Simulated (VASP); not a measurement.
# LiTmH4 (Cmm2) in VASP: notebook

The runs below take LiTmH4 through single point, with PBE.

All numbers are computed with VASP 6.6.1; they aren't measurements. Logs are shortened: lines on timing, memory, paths and dates and some standing lists are left out, and cuts for length are marked.

### Step 1. The cell of the first run

The structure is orthorhombic, space group Cmm2 (No. 35). Conventional cell: a = 4.364 Å, b = 5.513 Å, c = 4.792 Å, α = 90.00°, β = 90.00°, γ = 90.00°. Within 2.6 Å of Li (site symmetry mm2) lie 6 H at 1.93 to 1.99 Å. Tm (site symmetry mm2) has 10 H at 2.02 to 2.52 Å within 2.7 Å. Within 2.6 Å of H (site symmetry m) lie 5 H at 1.85 to 2.47 Å and 1 Li at 1.93 Å and 3 Tm at 2.02 to 2.52 Å. H (site symmetry 2) has 2 Li at 1.99 Å and 4 H at 2.18 to 2.47 Å and 2 Tm at 2.20 Å within 2.6 Å.

The cell was built from a structure type or drawn by symmetry, and may not be a known phase.

### Step 2. Single point, PBE

File INCAR:

```
SYSTEM = LiTmH4
PREC = Accurate ; ENCUT = 750
EDIFF = 1E-6 ; ISMEAR = 0
SIGMA = 0.1 ; LREAL = .False.
LASPH = .True. ; NELM = 200
ALGO = Normal ; ISIF = 2
LWAVE = .False. ; LCHARG = .False.
GGA = PE ; NBANDS = 17
GGA_COMPAT = .False. ; LMAXMIX = 6
```

File KPOINTS:

```
regular mesh
0
Gamma
  6 6 4
  0 0 0
```

File POSCAR:

```
LiTmH4
1.0
    2.1822057936     -2.7564930667      0.0000000000
    2.1822057936      2.7564930667      0.0000000000
    0.0000000000      0.0000000000      4.7917002968
Li Tm H
1 1 4
Direct
    0.0000000000      0.0000000000      0.1854331664
    0.5000000000      0.5000000000      0.6529142390
    0.8318188263      0.1681811737      0.8321054472
    0.1681811737      0.8318188263      0.8321054472
    0.5000000000      0.0000000000      0.3783822751
    0.0000000000      0.5000000000      0.3783822751
```

Potentials or basis: VASP PAW PBE potentials, release 64 (Li_sv, Tm_3, H), 4f in core.

Run with:

```console
cat potpaw_PBE.64/Li_sv/POTCAR potpaw_PBE.64/Tm_3/POTCAR potpaw_PBE.64/H/POTCAR > POTCAR
mpirun -np 1 vasp_std > vasp.out
```

OUTCAR:

```text
SYSTEM = LiTmH4
   PREC = Accurate
   ENCUT = 750
   EDIFF = 1E-6
   ISMEAR = 0
   LREAL = .False.
   LASPH = .True.
   NELM = 200
   ISIF = 2
   GGA = PE

 ion  position               nearest neighbor table
   1  0.000  0.000  0.185-   2 3.13   2 3.13
   2  0.500  0.500  0.653-   3 2.02   4 2.02   5 2.20   6 2.20   5 2.20   6 2.20   1 3.13   1 3.13

   3  0.832  0.168  0.832-   2 2.02
   4  0.168  0.832  0.832-   2 2.02
   5  0.500  0.000  0.378-   2 2.20   2 2.20
   6  0.000  0.500  0.378-   2 2.20   2 2.20

  LATTYP: Found a base centered orthorhombic cell.
 ALAT       =     4.3644115872
 B/A-ratio  =     1.2631682469
 C/A-ratio  =     1.0979029363

  Lattice vectors:

 A1 = (   2.1822057936,  -2.7564930667,   0.0000000000)
 A2 = (   2.1822057936,   2.7564930667,   0.0000000000)
 A3 = (   0.0000000000,   0.0000000000,   4.7917002968)

Analysis of symmetry for initial positions (statically):
=====================================================================
 Subroutine PRICEL returns:
 Original cell was already a primitive cell.

 Routine SETGRP: Setting up the symmetry group for a
 base centered orthorhombic supercell.

 Subroutine GETGRP returns: Found  4 space group operations
 (whereof  4 operations were pure point group operations)
 out of a pool of  8 trial point group operations.

The static configuration has the point symmetry C_2v.

Analysis of symmetry for dynamics (positions and initial velocities):
=====================================================================
 Subroutine PRICEL returns:
 Original cell was already a primitive cell.

 Routine SETGRP: Setting up the symmetry group for a
 base centered orthorhombic supercell.

 Subroutine GETGRP returns: Found  4 space group operations
 (whereof  4 operations were pure point group operations)
 out of a pool of  8 trial point group operations.

The dynamic configuration has the point symmetry C_2v.

 Subroutine INISYM returns: Found  4 space group operations
 (whereof  4 operations are pure point group operations),
 and found     1 'primitive' translations

----------------------------------------------------------------------------------------

                                     Primitive cell

  volume of cell :      57.6464

  direct lattice vectors                    reciprocal lattice vectors
[... 90 lines left out ...]
   LNONCOLLINEAR =      F non collinear calculations
   LSORBIT =      F    spin-orbit coupling
   LASPH  =      T    aspherical Exc in radial PAW
   ENCUT  =  750.0 eV  55.12 Ry    7.42 a.u.   7.85  7.85 10.70*2*pi/ulx,y,z
   NELM   =    200;   NELMIN=  2; NELMDL= -5     # of ELM steps
   EDIFF  = 0.1E-05   stopping-criterion for ELM
   LREAL  =      F    real-space projection
[... 7 lines left out ...]
   TEBEG  =    0.0;   TEEND  =   0.0 temperature during run
   PSTRESS=    0.0 pullay stress
   NELECT =      16.0000    total number of electrons
   NUPDOWN=      -1.0000    fix difference up-down
   EMIN   =  10.00;   EMAX   =-10.00  energy-range for DOS
   EFERMI =   0.00;   METHOD = LEGACY
   ISMEAR =     0;   SIGMA  =   0.10  broadening in eV -4-tet -1-fermi 0-gaus
   EFERMI_NEDOS =   21; number of points for ismear=-14 and -15
   IALGO  =     38    algorithm
   IMIX   =      4    mixing-type and parameters
     AMIX     =   0.40;   BMIX     =  1.00
     AMIX_MAG =   1.60;   BMIX_MAG =  1.00
  volume/ion in A,a.u.               =       9.61        64.84
  Fermi-wavevector in a.u.,A,eV,Ry     =   1.067884  2.018008 15.515760  1.140376
  Thomas-Fermi vector in A             =   2.203515
   LORBIT       =      0    0 simple, 1 ext, 2 COOP (PROOUT), +10 PAW based schemes
   GGA     = PE    functional components
   LHFCALC =     F    Hartree Fock is set to
   AEXX    =    0.0000 exact exchange contribution
   IVDW    =     0    specifies the selected vdW correction
   LEPSILON=     F    determine dielectric tensor
   LRPA    =     F    only Hartree local field effects (RPA)
 non-spin polarized calculation
 Gauss-broadening in eV      SIGMA  =   0.10
  energy-cutoff  :      750.00
  volume of cell :       57.65
 maximum number of plane-waves:      2730
   NGX = 15   NGY = 15   NGZ = 21

 number of electron      16.0000004 magnetization

 Free energy of the ion-electron system (eV)
  ---------------------------------------------------
  ext. energy  EPLUGINS =         0.00000000
  ---------------------------------------------------
  free energy    TOTEN  =       -21.68482806 eV

  energy without entropy =      -21.68151485  energy(sigma->0) =      -21.68317145

 E-fermi :   2.0392     XC(G=0):  -9.2106

 val. band max:        1.7151694601   @ k =   0.0000   0.0000   0.0000
 cond. band min:       2.0457139289   @ k =   0.3333   0.3333   0.0000
 fundamental gap:      0.3305444688
 Fermi energy:         2.0392365773

 k-point     1 :       0.0000    0.0000    0.0000
  band No.  band energies     occupation
      1     -44.0334      2.00000
      2     -23.4421      2.00000
      3     -23.1950      2.00000
      4     -22.9230      2.00000
      5      -6.2410      2.00000
      6      -2.0882      2.00000
[... 457 lines left out ...]
      4     -23.2365      2.00000
      5      -3.0358      2.00000
      6      -2.6168      2.00000
[... 9 lines left out ...]
     16      10.8604      0.00000
     17      11.7855      0.00000

 [... further k-points ...]

------------------------ aborting loop because EDIFF is reached ----------------------------------------

  FORCE on cell =-STRESS in cart. coord.  units (eV):
  Direction    XX          YY          ZZ          XY          YZ          ZX
  --------------------------------------------------------------------------------------
  -------------------------------------------------------------------------------------
  Total       -0.0357711      0.2705002      0.0833671      0.0000000      0.0000000      0.0000000
  in kB       -0.9941930      7.5180633      2.3170371      0.0000000      0.0000000      0.0000000
  external PRESSURE =       2.9469691 kB  Pullay stress =       0.0000000 kB

 VOLUME and BASIS-vectors are now :
 -----------------------------------------------------------------------------
  energy-cutoff  :      750.00
  volume of cell :       57.65
      direct lattice vectors                 reciprocal lattice vectors
     2.182205794 -2.756493067  0.000000000     0.229125961 -0.181389899  0.000000000
     2.182205794  2.756493067  0.000000000     0.229125961  0.181389899  0.000000000
     0.000000000  0.000000000  4.791700297     0.000000000  0.000000000  0.208694187

 POSITION                                       TOTAL-FORCE (eV/Angst)
 -----------------------------------------------------------------------------------
      0.00000      0.00000      0.88854         0.000000      0.000000      0.006107
      2.18221      0.00000      3.12857        -0.000000      0.000000      0.023740
      2.18221     -1.82931      3.98720        -0.000000     -0.050613      0.012236
      2.18221      1.82931      3.98720        -0.000000      0.050613      0.012236
      1.09110     -1.37825      1.81309        -0.000000      0.000000     -0.027159
      1.09110      1.37825      1.81309        -0.000000     -0.000000     -0.027159
 -----------------------------------------------------------------------------------
    total drift:                               -0.000000      0.000000      0.000166

  FREE ENERGIE OF THE ION-ELECTRON SYSTEM (eV)
  ---------------------------------------------------
  free  energy   TOTEN  =       -21.6848280563 eV

  energy  without entropy=      -21.6815148527  energy(sigma->0) =      -21.68317145
```

Run time: 43 s. Hardware: 1 thread of AMD EPYC 9R45 (Zen 5), shared host; peak memory 0.23 GiB.

Results:

```
Free energy            : -21.6848 eV
Pressure               : 0.3 GPa
Largest force          : 0.052 eV/Å
Band gap on the k mesh : zero (bands 8 and 9 overlap by 0.17 eV)
```

Forces on the atoms (eV/Å):
```
Li   0.000  0.000  0.006
Tm   0.000  0.000  0.024
H    0.000 -0.051  0.012
H    0.000  0.051  0.012
H    0.000  0.000 -0.027
H    0.000  0.000 -0.027
```

Caveat: spin-orbit coupling is left out, which moves the levels of the heavy elements; the 4f electrons are frozen in the core, so they carry no moment and show no levels.

### Step 3. Single point, PBE

This run uses another cell than the first one, of 10.15 Å³/atom.

File INCAR:

```
PREC     = Accurate       # precision mode
ENCUT    = 750            # plane-wave cutoff, eV
EDIFF    = 1E-6           # SCF threshold, eV
ISMEAR   = 0              # smearing method
SIGMA    = 0.1            # smearing width, eV
LREAL    = F              # projectors in reciprocal space
LASPH    = T              # aspherical terms in the spheres
NELM     = 200            # most SCF steps
ALGO     = Normal         # electronic algorithm
ISIF     = 2              # what is computed and relaxed
LWAVE    = F              # write WAVECAR
LCHARG   = F              # write CHGCAR
GGA      = PE             # functional
NBANDS   = 17             # bands
GGA_COMPAT= F            
LMAXMIX  = 6              # l up to which the mixer works
```

File KPOINTS:

```
Automatic mesh
0
Gamma
  6 6 4
```

File POSCAR:

```
LiTmH4
1.0
    2.2234271012     -2.7405545927      0.0000000000
    2.2234271012      2.7405545927      0.0000000000
    0.0000000000      0.0000000000      4.9995057058
Li Tm H
1 1 4
Direct
    0.0000000000      0.0000000000      0.1747195555
    0.5000000000      0.5000000000      0.6412795622
    0.8255635431      0.1744364569      0.8381687507
    0.1744364569      0.8255635431      0.8381687507
    0.5000000000      0.0000000000      0.3834931154
    0.0000000000      0.5000000000      0.3834931154
```

Potentials or basis: VASP PAW PBE potentials, release 64 (Li_sv, Tm_3, H), 4f in core.

Run with:

```console
cat potpaw_PBE.64/Li_sv/POTCAR potpaw_PBE.64/Tm_3/POTCAR potpaw_PBE.64/H/POTCAR > POTCAR
mpirun -np 1 vasp_std > vasp.out
```

Run time: 40 s. Hardware: 1 thread of AMD EPYC 9R45 (Zen 5), shared host; peak memory 0.23 GiB.

Results (log left out):

```yaml
Free_energy: -21.6596 eV
Pressure: -0.8 GPa
Largest_force: 0.111 eV/Å
Band_gap_on_the_k_mesh: zero (bands 8 and 9 overlap by 0.16 eV)
```

Forces in eV/Å, atoms in the order of the input:
```
Li   0.000  0.000  0.056
Tm   0.000  0.000  0.111
H    0.000  0.009 -0.051
H    0.000 -0.009 -0.051
H    0.000  0.000 -0.032
H    0.000  0.000 -0.032
```

Stress tensor (GPa, compression positive):
```
-0.57  0.00  0.00
 0.00  0.10  0.00
 0.00  0.00 -1.91
```

Levels at points of the mesh, in eV from the Fermi level:
| k point | band 4 | band 5 | band 6 | band 7 | band 8 | band 9 | band 10 | band 11 | band 12 | band 13 |
| --- | --- | --- | --- | --- | --- | --- | --- | --- | --- | --- |
| (0.00, 0.00, 0.00) | -25.00 | -7.95 | -4.11 | -2.08 | -0.32 | 0.16 | 3.50 | 4.25 | 4.25 | 4.40 |
| (0.50, 0.00, 0.00) | -25.09 | -5.38 | -4.81 | -4.01 | -1.25 | 0.83 | 3.29 | 3.57 | 4.66 | 6.21 |
| (0.50, 0.50, 0.00) | -25.35 | -4.48 | -4.27 | -3.29 | -2.51 | 0.72 | 2.18 | 2.37 | 5.28 | 6.39 |
| (0.00, 0.00, 0.50) | -25.00 | -7.38 | -5.43 | -1.96 | 0.09 | 1.74 | 2.90 | 3.54 | 4.23 | 4.67 |
| (0.50, 0.00, 0.50) | -25.09 | -4.90 | -4.67 | -4.06 | -2.82 | 2.59 | 2.91 | 3.41 | 5.27 | 6.19 |
| (0.50, 0.50, 0.50) | -25.35 | -4.87 | -4.28 | -2.86 | -2.74 | 1.85 | 2.98 | 3.00 | 3.92 | 5.70 |

Caveat: spin-orbit coupling is left out, which moves the levels of the heavy elements; the 4f electrons are frozen in the core, so they carry no moment and show no levels.
